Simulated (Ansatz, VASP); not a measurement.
# Two plane-wave programs on Au

```
CELL_PARAMETERS angstrom
2.86573 0.00000 0.00000
-1.43286 2.48179 0.00000
0.00000 0.00000 4.78878
ATOMIC_POSITIONS crystal
Au 0.33333 0.66667 0.25000
Au 0.66667 0.33333 0.75000
```

Alike in both runs: functional PBEsol; k mesh 18 × 18 × 10; occupations gaussian, width 0.1 eV; no spin polarisation.

Ansatz relaxed the structure, and its values are those at the end. VASP's run is a single point on that final structure, the one shown.

```csv
,VASP,Ansatz
version,VASP 6.6.1,Ansatz 0.2.0
potentials or method,"VASP PAW PBE potentials, release 64 (Au), cutoff 520 eV","scalar-relativistic, plane waves, PAW"
valence electrons in the cell,22,38
```

|  | VASP | Ansatz | Ansatz less VASP |
| --- | --- | --- | --- |
| gap on the k mesh at the Fermi level (eV) | none | none | - |
| pressure (GPa) | -0.2 | 0.0 | +0.21 |

VASP's potentials were made for PBE, not for PBEsol. A gap of «none» marks a metal or a gap that the smearing closes. With one functional, cell and mesh, what is left measures potentials, basis and numerics. VASP's potentials hold 22 valence electrons a cell and Ansatz's 38, so a difference there can come from the potentials and not from the codes.

Spin-orbit coupling is off throughout.
